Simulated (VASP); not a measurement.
# GaCo (Pm-3m) in VASP: further runs

GaCo is run at these levels: r2SCAN+U, revPBE+U; tasks: single point.

Program: VASP 6.6.1. These are calculated values, not measurements. Logs are shortened: lines on timing, memory, paths and dates and some standing lists are left out, and cuts for length are marked.

## 1. The cell of the first run

It takes space group Pm-3m (No. 221, cubic). Conventional cell: a = 2.934 Å, b = 2.934 Å, c = 2.934 Å, α = 90.00°, β = 90.00°, γ = 90.00°. Within 3.4 Å of Ga (site symmetry m-3m) lie 8 Co at 2.54 Å and 6 Ga at 2.93 Å. Co (site symmetry m-3m) has 8 Ga at 2.54 Å and 6 Co at 2.93 Å within 3.4 Å.

## 2. Single point, r2SCAN+U, collinear spin, ferromagnetic start

POSCAR

```
GaCo
1.0
    2.9344457029      0.0000000000      0.0000000000
    0.0000000000      2.9344457029      0.0000000000
    0.0000000000      0.0000000000      2.9344457029
Ga Co
1 1
Direct
    0.5000000000      0.5000000000      0.5000000000
    0.0000000000      0.0000000000      0.0000000000
```

INCAR.step1

```
PREC = Accurate
ENCUT = 660
ISMEAR = -5
SIGMA = 0.1
LREAL = F
LASPH = T
NELM = 200
ISPIN = 2
MAGMOM = 0 2
LMAXMIX = 4
LDAU = T
LDAUTYPE = 2
LDAUL = -1 2
LDAUU = 0 6.2
LDAUJ = 0 0
NBANDS = 26
GGA = PE
ALGO = Normal
EDIFF = 1E-5
LWAVE = T
LCHARG = F
GGA_COMPAT = F
```

INCAR.step2

```
PREC = Accurate
ENCUT = 660
EDIFF = 1E-6
ISMEAR = -5
SIGMA = 0.1
LREAL = F
LASPH = T
NELM = 200
ALGO = Normal
ISIF = 2
LWAVE = F
LCHARG = T
ISPIN = 2
MAGMOM = 0 2
LORBIT = 11
LMAXMIX = 4
LDAU = T
LDAUTYPE = 2
LDAUL = -1 2
LDAUU = 0 6.2
LDAUJ = 0 0
LDAUPRINT = 1
METAGGA = R2SCAN
LMIXTAU = T
LELF = T
LVHAR = T
NBANDS = 26
ISTART = 1
GGA_COMPAT = F
```

KPOINTS

```
regular mesh
0
Gamma
  9 9 9
```

Potentials or basis: VASP PAW PBE potentials, release 64 (Ga_d, Co_sv).

Started as:

```console
$ cat potpaw_PBE.64/Ga_d/POTCAR potpaw_PBE.64/Co_sv/POTCAR > POTCAR
$ cp INCAR.step1 INCAR
$ mpirun -np 1 vasp_std > vasp.out
$ cp INCAR.step2 INCAR
$ mpirun -np 1 vasp_std > vasp.out
```

OUTCAR:

```text
PREC = Accurate
   ENCUT = 660
   EDIFF = 1E-6
   ISMEAR = -5
   LREAL = F
   LASPH = T
   NELM = 200
   ISIF = 2
   ISPIN = 2
   LORBIT = 11
   METAGGA = R2SCAN
   ISTART = 1

 ion  position               nearest neighbor table
   1  0.500  0.500  0.500-   2 2.54   2 2.54   2 2.54   2 2.54   2 2.54   2 2.54   2 2.54   2 2.54

   2  0.000  0.000  0.000-   1 2.54   1 2.54   1 2.54   1 2.54   1 2.54   1 2.54   1 2.54   1 2.54

  LATTYP: Found a simple cubic cell.
 ALAT       =     2.9344457029

  Lattice vectors:

 A1 = (   2.9344457029,   0.0000000000,   0.0000000000)
 A2 = (   0.0000000000,   2.9344457029,   0.0000000000)
 A3 = (   0.0000000000,   0.0000000000,   2.9344457029)

Analysis of symmetry for initial positions (statically):
=====================================================================
 Subroutine PRICEL returns:
 Original cell was already a primitive cell.

 Routine SETGRP: Setting up the symmetry group for a
 simple cubic supercell.

 Subroutine GETGRP returns: Found 48 space group operations
 (whereof 48 operations were pure point group operations)
 out of a pool of 48 trial point group operations.

The static configuration has the point symmetry O_h .

Analysis of symmetry for dynamics (positions and initial velocities):
=====================================================================
 Subroutine PRICEL returns:
 Original cell was already a primitive cell.

 Routine SETGRP: Setting up the symmetry group for a
 simple cubic supercell.

 Subroutine GETGRP returns: Found 48 space group operations
 (whereof 48 operations were pure point group operations)
 out of a pool of 48 trial point group operations.

The dynamic configuration has the point symmetry O_h .

Analysis of structural, dynamic, and magnetic symmetry:
=====================================================================
 Subroutine PRICEL returns:
 Original cell was already a primitive cell.

 Routine SETGRP: Setting up the symmetry group for a
 simple cubic supercell.

 Subroutine GETGRP returns: Found 48 space group operations
 (whereof 48 operations were pure point group operations)
 out of a pool of 48 trial point group operations.

The overall configuration has the point symmetry O_h .

 Subroutine INISYM returns: Found 48 space group operations
 (whereof 48 operations are pure point group operations),
 and found     1 'primitive' translations

----------------------------------------------------------------------------------------

                                     Primitive cell

  volume of cell :      25.2684

  direct lattice vectors                    reciprocal lattice vectors
     2.934445703  0.000000000  0.000000000     0.340779861  0.000000000  0.000000000
     0.000000000  2.934445703  0.000000000     0.000000000  0.340779861  0.000000000
     0.000000000  0.000000000  2.934445703     0.000000000  0.000000000  0.340779861

  length of vectors
     2.934445703  2.934445703  2.934445703     0.340779861  0.340779861  0.340779861

  position of ions in fractional coordinates (direct lattice)
     0.500000000  0.500000000  0.500000000
     0.000000000  0.000000000  0.000000000

  ion indices of the primitive-cell ions
   primitive index   ion index
                 1           1
                 2           2

----------------------------------------------------------------------------------------

 KPOINTS: regular mesh

Automatic generation of k-mesh.
 Grid dimensions read from file:
 generate k-points for:    9    9    9

 Generating k-lattice:
[... 64 lines left out ...]
   EDIFF  = 0.1E-05   stopping-criterion for ELM
   LREAL  =      F    real-space projection
   EDIFFG = 0.1E-04   stopping-criterion for IOM
   NSW    =      0    number of steps for IOM
   IBRION =     -1    ionic relax: 0-MD 1-quasi-New 2-CG
   NFREE  =      0    steps in history (QN), initial steepest desc. (CG)
   ISIF   =      2    stress and relaxation
   ISYM   =      2    0-nonsym 1-usesym 2-fastsym
   POTIM  = 0.5000    time-step for ionic-motion
   TEBEG  =    0.0;   TEEND  =   0.0 temperature during run
   PSTRESS=    0.0 pullay stress
   NELECT =      30.0000    total number of electrons
   NUPDOWN=      -1.0000    fix difference up-down
   EMIN   =  10.00;   EMAX   =-10.00  energy-range for DOS
   EFERMI =   0.00;   METHOD = LEGACY
   ISMEAR =    -5;   SIGMA  =   0.10  broadening in eV -4-tet -1-fermi 0-gaus
   EFERMI_NEDOS =   21; number of points for ismear=-14 and -15
   IALGO  =     38    algorithm
   IMIX   =      4    mixing-type and parameters
     AMIX     =   0.40;   BMIX     =  1.00
     AMIX_MAG =   1.60;   BMIX_MAG =  1.00
  volume/ion in A,a.u.               =      12.63        85.26
  Fermi-wavevector in a.u.,A,eV,Ry     =   1.733495  3.275830 40.885557  3.005004
  Thomas-Fermi vector in A             =   2.807470
   LORBIT       =     11    0 simple, 1 ext, 2 COOP (PROOUT), +10 PAW based schemes
 LDA+U is selected, type is set to LDAUTYPE =  2
   angular momentum for each species LDAUL =    -1    2
   U (eV)           for each species LDAUU =   0.0  6.2
   J (eV)           for each species LDAUJ =   0.0  0.0
   METAGGA = R2SCAN    functional components
   LHFCALC =     F    Hartree Fock is set to
   AEXX    =    0.0000 exact exchange contribution
   IVDW    =     0    specifies the selected vdW correction
   LEPSILON=     F    determine dielectric tensor
   LRPA    =     F    only Hartree local field effects (RPA)
 spin polarized calculation
 Fermi weights with tetrahedron method with Bloechl corrections
  energy-cutoff  :      660.00
  volume of cell :       25.27
 maximum number of plane-waves:       985
 NGX is ok and might be reduce to    28
   NGX = 13   NGY = 13   NGZ = 13

atom =   2  type =  2  l = 2

 onsite density matrix

spin component  1

  0.8668  0.0000 -0.0000  0.0000 -0.0000
  0.0000  0.8668 -0.0000  0.0000  0.0000
 -0.0000 -0.0000  0.9153 -0.0000  0.0000
  0.0000  0.0000 -0.0000  0.8668 -0.0000
 -0.0000  0.0000  0.0000 -0.0000  0.9153

spin component  2

  0.8246  0.0000  0.0000  0.0000  0.0000
  0.0000  0.8246  0.0000  0.0000 -0.0000
  0.0000  0.0000  0.0337  0.0000  0.0000
  0.0000  0.0000  0.0000  0.8246  0.0000
  0.0000 -0.0000  0.0000  0.0000  0.0337

 occupancies and eigenvectors

  o =  0.0337  v =  0.0000  0.0000  0.0000  0.0000  0.0000  0.0000  0.0000 -1.0000  0.0000  0.0053      0.0000  0.0000  0.0000  0.0000  0.0000  0.0000  0.0000  0.0000  0.0000  0.0000
  o =  0.0337  v =  0.0000  0.0000  0.0000  0.0000  0.0000  0.0000  0.0000 -0.0053 -0.0000 -1.0000      0.0000  0.0000  0.0000  0.0000  0.0000  0.0000  0.0000  0.0000  0.0000  0.0000
  o =  0.8246  v =  0.0000  0.0000  0.0000  0.0000  0.0000  0.0000  0.0242 -0.0000 -0.9997  0.0000      0.0000  0.0000  0.0000  0.0000  0.0000  0.0000  0.0000  0.0000  0.0000  0.0000
  o =  0.8246  v =  0.0000  0.0000  0.0000  0.0000  0.0000  0.0000  0.9997  0.0000  0.0242 -0.0000      0.0000  0.0000  0.0000  0.0000  0.0000  0.0000  0.0000  0.0000  0.0000  0.0000
  o =  0.8246  v =  0.0000  0.0000  0.0000  0.0000  0.0000  1.0000  0.0000  0.0000  0.0000  0.0000      0.0000  0.0000  0.0000  0.0000  0.0000  0.0000  0.0000  0.0000  0.0000  0.0000
  o =  0.8668  v =  0.0000  0.0600 -0.0000 -0.9982  0.0000  0.0000  0.0000  0.0000  0.0000  0.0000      0.0000  0.0000  0.0000  0.0000  0.0000  0.0000  0.0000  0.0000  0.0000  0.0000
  o =  0.8668  v =  1.0000  0.0000  0.0000  0.0000  0.0000  0.0000  0.0000  0.0000  0.0000  0.0000      0.0000  0.0000  0.0000  0.0000  0.0000  0.0000  0.0000  0.0000  0.0000  0.0000
  o =  0.8668  v =  0.0000  0.9982 -0.0000  0.0600 -0.0000  0.0000  0.0000  0.0000  0.0000  0.0000      0.0000  0.0000  0.0000  0.0000  0.0000  0.0000  0.0000  0.0000  0.0000  0.0000
  o =  0.9153  v =  0.0000 -0.0000  0.0047 -0.0000 -1.0000  0.0000  0.0000  0.0000  0.0000  0.0000      0.0000  0.0000  0.0000  0.0000  0.0000  0.0000  0.0000  0.0000  0.0000  0.0000
  o =  0.9153  v =  0.0000  0.0000  1.0000 -0.0000  0.0047  0.0000  0.0000  0.0000  0.0000  0.0000      0.0000  0.0000  0.0000  0.0000  0.0000  0.0000  0.0000  0.0000  0.0000  0.0000

 number of electron      29.9999988 magnetization       1.9175155

 Free energy of the ion-electron system (eV)
  ---------------------------------------------------
  ext. energy  EPLUGINS =         0.00000000
  ---------------------------------------------------
  free energy    TOTEN  =       -20.59193829 eV

  energy without entropy =      -20.59193829  energy(sigma->0) =      -20.59193829

 E-fermi :  10.7984     XC(G=0): -14.3295

 val. band max:       11.4171902333   @ k =   0.3333   0.3333   0.3333
 cond. band min:      10.5849097948   @ k =   0.4444   0.4444   0.2222
 fundamental gap:     -0.8322804385
 Fermi energy:        10.7983661549

 spin component 1

 k-point     1 :       0.0000    0.0000    0.0000
  band No.  band energies     occupation
      1     -89.4081      1.00000
      2     -51.3168      1.00000
      3     -51.3168      1.00000
      4     -51.3168      1.00000
      5      -5.6891      1.00000
      6      -5.6891      1.00000
[... 1385 lines left out ...]
     25      33.4641      0.00000
     26      35.2685      0.00000

 [... further k-points ...]

------------------------ aborting loop because EDIFF is reached ----------------------------------------

  FORCE on cell =-STRESS in cart. coord.  units (eV):
  Direction    XX          YY          ZZ          XY          YZ          ZX
  --------------------------------------------------------------------------------------
  -------------------------------------------------------------------------------------
  Total        2.3182016      2.3182016      2.3182016      0.0000000      0.0000000     -0.0000000
  in kB      146.9885648    146.9885648    146.9885648      0.0000000      0.0000000     -0.0000000
  external PRESSURE =     146.9885648 kB  Pullay stress =       0.0000000 kB

 VOLUME and BASIS-vectors are now :
 -----------------------------------------------------------------------------
  energy-cutoff  :      660.00
  volume of cell :       25.27
      direct lattice vectors                 reciprocal lattice vectors
     2.934445703  0.000000000  0.000000000     0.340779861  0.000000000  0.000000000
     0.000000000  2.934445703  0.000000000     0.000000000  0.340779861  0.000000000
     0.000000000  0.000000000  2.934445703     0.000000000  0.000000000  0.340779861

 POSITION                                       TOTAL-FORCE (eV/Angst)
 -----------------------------------------------------------------------------------
      1.46722      1.46722      1.46722         0.000000      0.000000      0.000000
      0.00000      0.00000      0.00000         0.000000      0.000000      0.000000
 -----------------------------------------------------------------------------------
    total drift:                               -0.000000      0.000000      0.000000

  FREE ENERGIE OF THE ION-ELECTRON SYSTEM (eV)
  ---------------------------------------------------
  free  energy   TOTEN  =       -20.5919382897 eV

  energy  without entropy=      -20.5919382897  energy(sigma->0) =      -20.59193829

 total charge

# of ion       s       p       d       tot
------------------------------------------
    1        0.844   0.899  10.026  11.769
    2        2.194   6.109   6.940  15.243
--------------------------------------------------
tot          3.039   7.007  16.966  27.012

 magnetization (x)

# of ion       s       p       d       tot
------------------------------------------
    1        0.006  -0.030  -0.011  -0.034
    2        0.007   0.007   1.885   1.899
--------------------------------------------------
tot          0.013  -0.023   1.874   1.864
```

Run time: 1.8 min. Hardware: 1 thread of Intel Xeon 6975P-C (Granite Rapids), shared host; peak memory 0.22 GiB.

Results:

- Free energy: -20.5919 eV
- Pressure: 14.7 GPa
- Net moment: 1.92 μB per cell
- Site moments: Ga -0.03; Co +1.90 μB
- Valence electrons inside the program's atomic spheres: Ga 11.77; Co 15.24

Eigenvalues of the final occupation matrices:
| site | spin | trace | eigenvalues |
| --- | --- | --- | --- |
| site 2 d | 1 | 4.43 | 0.87 0.87 0.87 0.92 0.92 |
| site 2 d | 2 | 2.54 | 0.03 0.03 0.82 0.82 0.82 |

Caveat: the cell stands under pressure; the PAW data sets were made with another functional, which shifts forces and pressure a little; the U is typed as a test and isn't derived for this compound; tetrahedron occupations give inexact forces and stress in metals. The state reached can hang on the start; a lower one may exist.

## 3. Single point, r2SCAN+U, collinear spin, ferromagnetic start

This run uses another cell than the first one, of 11.68 Å³/atom.

POSCAR

```
GaCo
1.0
    2.8586839818      0.0000000000      0.0000000000
    0.0000000000      2.8586839818      0.0000000000
    0.0000000000      0.0000000000      2.8586839818
Ga Co
1 1
Direct
    0.5000000000      0.5000000000      0.5000000000
    0.0000000000      0.0000000000      0.0000000000
```

INCAR.step1

```
SYSTEM = GaCo
  PREC = Accurate
  ENCUT = 660
  ISMEAR = -5
  SIGMA = 0.1
  LREAL = .False.
  LASPH = .True.
  NELM = 200
  ISPIN = 2
  MAGMOM = 0 2
  LMAXMIX = 4
  LDAU = .True.
  LDAUTYPE = 2
  LDAUL = -1 2
  LDAUU = 0 6.2
  LDAUJ = 0 0
  NBANDS = 26
  GGA = PE
  ALGO = Normal
  EDIFF = 1E-5
  LWAVE = .True.
  LCHARG = .False.
  GGA_COMPAT = .False.
```

INCAR.step2

```
SYSTEM = GaCo
  PREC = Accurate
  ENCUT = 660
  EDIFF = 1E-6
  ISMEAR = -5
  SIGMA = 0.1
  LREAL = .False.
  LASPH = .True.
  NELM = 200
  ALGO = Normal
  ISIF = 2
  LWAVE = .False.
  LCHARG = .True.
  ISPIN = 2
  MAGMOM = 0 2
  LORBIT = 11
  LMAXMIX = 4
  LDAU = .True.
  LDAUTYPE = 2
  LDAUL = -1 2
  LDAUU = 0 6.2
  LDAUJ = 0 0
  LDAUPRINT = 1
  METAGGA = R2SCAN
  LMIXTAU = .True.
  LELF = .True.
  LVHAR = .True.
  NBANDS = 26
  ISTART = 1
  GGA_COMPAT = .False.
```

KPOINTS

```
Automatic mesh
0
Gamma
  9 9 9
  0 0 0
```

Potentials or basis: VASP PAW PBE potentials, release 64 (Ga_d, Co_sv).

Started as:

```console
$ cat potpaw_PBE.64/Ga_d/POTCAR potpaw_PBE.64/Co_sv/POTCAR > POTCAR
$ cp INCAR.step1 INCAR
$ mpirun -np 1 vasp_std > vasp.out
$ cp INCAR.step2 INCAR
$ mpirun -np 1 vasp_std > vasp.out
```

It took 89 s on 1 thread of Intel Xeon 6975P-C (Granite Rapids), shared host; peak memory 0.19 GiB.

It converged, with:

| Property | Result |
| --- | --- |
| Free energy | -20.3337 eV |
| Pressure | 27.2 GPa |
| Net moment | 1.79 μB per cell |
| Site moments | Ga -0.06; Co +1.82 μB |
| Valence electrons inside the program's atomic spheres | Ga 11.87; Co 15.29 |

Levels at points of the mesh, in eV from the Fermi level:
Spin up:
```csv
k point,band 12,band 13,band 14,band 15,band 16,band 17,band 18,band 19,band 20,band 21
"(0.00, 0.00, 0.00)",-7.34,-4.45,-4.45,-4.45,4.44,4.44,4.44,9.37,9.37,12.39
```
Spin down:
```tsv
k point	band 12	band 13	band 14	band 15	band 16	band 17
(0.00, 0.00, 0.00)	-3.22	-3.21	0.33	0.33	4.41	4.41
```

Eigenvalues of the final occupation matrices:
```
    site  spin  trace               eigenvalues
site 2 d     1   4.40  0.86 0.86 0.86 0.91 0.91
site 2 d     2   2.59  0.05 0.05 0.83 0.83 0.83
```

Caveat: the cell stands under pressure; the PAW data sets were made with another functional, which shifts forces and pressure a little; the U is typed as a test and isn't derived for this compound; tetrahedron occupations give inexact forces and stress in metals. The state reached can hang on the start; a lower one may exist.

[end of part 1 of 2]
